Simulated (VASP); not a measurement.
# K2S (Fm-3m) in VASP: notebook

The runs below take K2S through vibrations by perturbation theory, with PBEsol.

Everything below comes from runs of VASP 6.6.1. Logs are shortened: lines on timing, memory, paths and dates and some standing lists are left out, and cuts for length are marked.

## (1) The cell of the first run

Symmetry: Fm-3m, No. 225, cubic system. Conventional cell: a = 6.533 Å, b = 6.533 Å, c = 6.533 Å, α = 90.00°, β = 90.00°, γ = 90.00°. Within 3.7 Å of K (site symmetry -43m) lie 4 S at 2.83 Å and 6 K at 3.27 Å. S (site symmetry m-3m) has 8 K at 2.83 Å within 3.7 Å.

## (2) Vibrations by perturbation theory, PBEsol

File INCAR:

```
SYSTEM = K2S
PREC = Accurate
ENCUT = 500
EDIFF = 1E-8
ISMEAR = 0
SIGMA = 0.01
LREAL = .FALSE.
LASPH = .TRUE.
NELM = 120
ALGO = Normal
ISIF = 2
LWAVE = .FALSE.
LCHARG = .TRUE.
GGA = PS
NBANDS = 19
IBRION = 8
NSW = 1
GGA_COMPAT = .FALSE.
```

File KPOINTS:

```
regular mesh
0
G
  6 6 6
  0 0 0
```

File POSCAR:

```
K2S
1.0
    3.2665056599      3.2665056599      0.0000000000
   -3.2665056599      3.2665056599      0.0000000000
    0.0000000000      3.2665056599      3.2665056599
K S
2 1
Direct
    0.2500000000      0.7500000000      0.5000000000
    0.7500000000      0.2500000000      0.5000000000
    0.0000000000      0.0000000000      0.0000000000
```

Potentials or basis: VASP PAW PBE potentials, release 64 (K_sv, S).

Started as:

```sh
$ cat potpaw_PBE.64/K_sv/POTCAR potpaw_PBE.64/S/POTCAR > POTCAR
$ mpirun -np 1 vasp_std > vasp.out
```

OUTCAR:

```text
SYSTEM = K2S
   PREC = Accurate
   ENCUT = 500
   EDIFF = 1E-8
   ISMEAR = 0
   LREAL = .FALSE.
   LASPH = .TRUE.
   NELM = 120
   ISIF = 2
   GGA = PS
   IBRION = 8
   NSW = 1

 ion  position               nearest neighbor table
   1  0.250  0.750  0.500-   3 2.83   3 2.83   3 2.83   3 2.83   2 3.27   2 3.27   2 3.27   2 3.27
                             2 3.27   2 3.27
   2  0.750  0.250  0.500-   3 2.83   3 2.83   3 2.83   3 2.83   1 3.27   1 3.27   1 3.27   1 3.27
                             1 3.27   1 3.27
   3  0.000  0.000  0.000-   2 2.83   1 2.83   1 2.83   2 2.83   1 2.83   2 2.83   2 2.83   1 2.83

  LATTYP: Found a face centered cubic cell.
 ALAT       =     6.5330113198

  Lattice vectors:

 A1 = (   0.0000000000,   3.2665056599,   3.2665056599)
 A2 = (   3.2665056599,   0.0000000000,   3.2665056599)
 A3 = (   3.2665056599,   3.2665056599,   0.0000000000)

Analysis of symmetry for initial positions (statically):
=====================================================================
 Subroutine PRICEL returns:
 Original cell was already a primitive cell.

 Routine SETGRP: Setting up the symmetry group for a
 face centered cubic supercell.

 Subroutine GETGRP returns: Found 48 space group operations
 (whereof 48 operations were pure point group operations)
 out of a pool of 48 trial point group operations.

The static configuration has the point symmetry O_h .

Analysis of symmetry for dynamics (positions and initial velocities):
=====================================================================
 Subroutine PRICEL returns:
 Original cell was already a primitive cell.

 Routine SETGRP: Setting up the symmetry group for a
 face centered cubic supercell.

 Subroutine GETGRP returns: Found 48 space group operations
 (whereof 48 operations were pure point group operations)
 out of a pool of 48 trial point group operations.

The dynamic configuration has the point symmetry O_h .

 Subroutine INISYM returns: Found 48 space group operations
 (whereof 48 operations are pure point group operations),
 and found     1 'primitive' translations

----------------------------------------------------------------------------------------

                                     Primitive cell

  volume of cell :      69.7076

  direct lattice vectors                    reciprocal lattice vectors
     3.266505660  3.266505660  0.000000000     0.153068769  0.153068769 -0.153068769
    -3.266505660  3.266505660  0.000000000    -0.153068769  0.153068769 -0.153068769
     0.000000000  3.266505660  3.266505660     0.000000000  0.000000000  0.306137538

  length of vectors
     4.619536606  4.619536606  4.619536606     0.265122885  0.265122885  0.306137538

  position of ions in fractional coordinates (direct lattice)
     0.250000000  0.750000000  0.500000000
     0.750000000  0.250000000  0.500000000
     0.000000000  0.000000000  0.000000000

  ion indices of the primitive-cell ions
   primitive index   ion index
                 1           1
                 2           2
                 3           3

----------------------------------------------------------------------------------------

 KPOINTS: regular mesh

Automatic generation of k-mesh.
 Grid dimensions read from file:
[... 81 lines left out ...]
   GGA     = PS    functional components
   LHFCALC =     F    Hartree Fock is set to
   AEXX    =    0.0000 exact exchange contribution
   IVDW    =     0    specifies the selected vdW correction
   LEPSILON=     F    determine dielectric tensor
   LRPA    =     F    only Hartree local field effects (RPA)
 non-spin polarized calculation
 Gauss-broadening in eV      SIGMA  =   0.01
  energy-cutoff  :      500.00
  volume of cell :       69.71
 maximum number of plane-waves:      1807
 NGX is ok and might be reduce to    36
   NGX = 17   NGY = 17   NGZ = 17

--------------------------------------- Ionic step        1  -------------------------------------------

 number of electron      24.0000002 magnetization

 Free energy of the ion-electron system (eV)
  ---------------------------------------------------
  ext. energy  EPLUGINS =         0.00000000
  ---------------------------------------------------
  free energy    TOTEN  =        -8.83793054 eV

  energy without entropy =       -8.83793054  energy(sigma->0) =       -8.83793054

 E-fermi :   1.4272     XC(G=0):  -9.0551

 val. band max:        1.3085871096   @ k =   0.5000   0.5000   0.0000
 cond. band min:       4.4922593220   @ k =   0.0000   0.0000   0.0000
 fundamental gap:      3.1836722124
 Fermi energy:         1.4272491481

 k-point     1 :       0.0000    0.0000    0.0000
  band No.  band energies     occupation
      1     -27.4062      2.00000
      2     -27.0561      2.00000
      3     -11.2181      2.00000
      4     -11.2181      2.00000
      5     -11.2181      2.00000
      6     -10.5795      2.00000
[... 329 lines left out ...]
      6     -10.7227      2.00000
[... 11 lines left out ...]
     18       9.7558      0.00000
     19      10.2100      0.00000

------------------------ aborting loop because EDIFF is reached ----------------------------------------

  FORCE on cell =-STRESS in cart. coord.  units (eV):
  Direction    XX          YY          ZZ          XY          YZ          ZX
  --------------------------------------------------------------------------------------
  -------------------------------------------------------------------------------------
  Total        6.6450406      6.6450406      6.6450406      0.0000000     -0.0000000      0.0000000
  in kB      152.7312754    152.7312754    152.7312754      0.0000000     -0.0000000      0.0000000
  external PRESSURE =     152.7312754 kB  Pullay stress =       0.0000000 kB

 VOLUME and BASIS-vectors are now :
 -----------------------------------------------------------------------------
  energy-cutoff  :      500.00
  volume of cell :       69.71
      direct lattice vectors                 reciprocal lattice vectors
     3.266505660  3.266505660  0.000000000     0.153068769  0.153068769 -0.153068769
    -3.266505660  3.266505660  0.000000000    -0.153068769  0.153068769 -0.153068769
     0.000000000  3.266505660  3.266505660     0.000000000  0.000000000  0.306137538

 POSITION                                       TOTAL-FORCE (eV/Angst)
 -----------------------------------------------------------------------------------
     -1.63325      4.89976      1.63325        -0.000000      0.000000      0.000000
      1.63325      4.89976      1.63325         0.000000     -0.000000     -0.000000
      0.00000      0.00000      0.00000         0.000000     -0.000000      0.000000
 -----------------------------------------------------------------------------------
    total drift:                               -0.000000      0.000000     -0.000000

  FREE ENERGIE OF THE ION-ELECTRON SYSTEM (eV)
  ---------------------------------------------------
  free  energy   TOTEN  =        -8.8379305442 eV

  energy  without entropy=       -8.8379305442  energy(sigma->0) =       -8.83793054

[... ionic steps 2 to 9 ...]

--------------------------------------- Ionic step       10  -------------------------------------------

 Free energy of the ion-electron system (eV)
  ---------------------------------------------------
  ---------------------------------------------------
  free energy    TOTEN  =        -0.11446659 eV

  energy without entropy =       -0.11446659

------------------------ aborting loop because EDIFF is reached ----------------------------------------

 INTERNAL STRAIN TENSOR  FOR ION    3  DIRECTION 1   (eV/Angst):
 -----------------------------------------------------------------------------
     0.00684  0.00000 -0.00000
     0.00000  0.00369  0.00000
     0.00000  0.00000  0.00369

 INTERNAL STRAIN TENSOR FOR ION    3 for displacements in x,y,z  (eV/Angst):
          X           Y           Z          XY          YZ          ZX
  --------------------------------------------------------------------------------
  x     0.00000     0.00000     0.00000     0.00000     0.00000     0.00000
  y     0.00000     0.00000     0.00000     0.00000     0.00000     0.00000
  z     0.00000     0.00000     0.00000     0.00000     0.00000     0.00000

 SECOND DERIVATIVES (NOT SYMMETRIZED)
 ------------------------------------
               1X          1Y          1Z          2X          2Y          2Z          3X          3Y          3Z
  1X    -4.691086   -0.000000    0.000000    0.924623    0.000000   -0.000000    3.766463   -0.000000    0.000000
  1Y     0.000000   -4.691086   -0.000000   -0.000000    0.924623    0.000000    0.000000    3.766463   -0.000000
  1Z    -0.000000   -0.000000   -4.691086    0.000000    0.000000    0.924623   -0.000000   -0.000000    3.766463
  2X     0.924623    0.000000   -0.000000   -4.691086   -0.000000    0.000000    3.766463   -0.000000    0.000000
  2Y    -0.000000    0.924623    0.000000    0.000000   -4.691086   -0.000000    0.000000    3.766463   -0.000000
  2Z     0.000000    0.000000    0.924623   -0.000000   -0.000000   -4.691086   -0.000000   -0.000000    3.766463
  3X     3.761293   -0.000000   -0.000000    3.761293    0.000000   -0.000000   -7.522587    0.000000   -0.000000
  3Y    -0.000000    3.761293   -0.000000    0.000000    3.761293    0.000000   -0.000000   -7.522587    0.000000
  3Z     0.000000    0.000000    3.761293    0.000000   -0.000000    3.761293   -0.000000   -0.000000   -7.522587

 Eigenvectors and eigenvalues of the dynamical matrix
 ----------------------------------------------------

   1 f  =    8.993307 THz    56.506611 2PiTHz  299.984416 cm-1    37.193311 meV
             X         Y         Z           dx          dy          dz
     -1.633253  4.899758  1.633253     0.308527    0.224413   -0.000000
      1.633253  4.899758  1.633253     0.308527    0.224413    0.000000
      0.000000  0.000000  0.000000    -0.680894   -0.495262    0.000000
[... 43 lines left out ...]
   9 f/i=    0.002805 THz     0.017627 2PiTHz    0.093580 cm-1     0.011602 meV
             X         Y         Z           dx          dy          dz
     -1.633253  4.899758  1.633253     0.523906   -0.282795   -0.000000
      1.633253  4.899758  1.633253     0.523906   -0.282795   -0.000000
      0.000000  0.000000  0.000000     0.474784   -0.256280    0.000000

--------------------------------------------------------------------------------------------------------

 ELASTIC MODULI CONTR FROM IONIC RELAXATION (kBar)
 Direction    XX          YY          ZZ          XY          YZ          ZX
 --------------------------------------------------------------------------------
 XX          -0.0000     -0.0000     -0.0000      0.0000      0.0000     -0.0000
 YY          -0.0000     -0.0000     -0.0000      0.0000      0.0000      0.0000
 ZZ          -0.0000     -0.0000     -0.0000      0.0000      0.0000     -0.0000
 XY           0.0000      0.0000      0.0000   -470.4657     -0.0000      0.0000
 YZ           0.0000      0.0000      0.0000     -0.0000   -470.4657     -0.0000
 ZX          -0.0000      0.0000     -0.0000      0.0000     -0.0000   -470.4657
 --------------------------------------------------------------------------------
```

It took 2.1 min on 1 thread of Intel Xeon 6975P-C (Granite Rapids), shared host; peak memory 0.31 GiB.

What came out:

* Highest phonon frequency at Γ, LO-TO splitting left out: 300 cm⁻¹

Phonon frequencies in cm⁻¹ (negative: imaginary):
| q point | frequencies |
| --- | --- |
| (0.000, 0.000, 0.000) | 0 0 0 198 198 198 300 300 300 |

Caveat: the cell stands under pressure or tension, which shifts response properties; the PAW data sets were made with another functional, which shifts forces and pressure a little.

(Continued in part 2 of 4.)
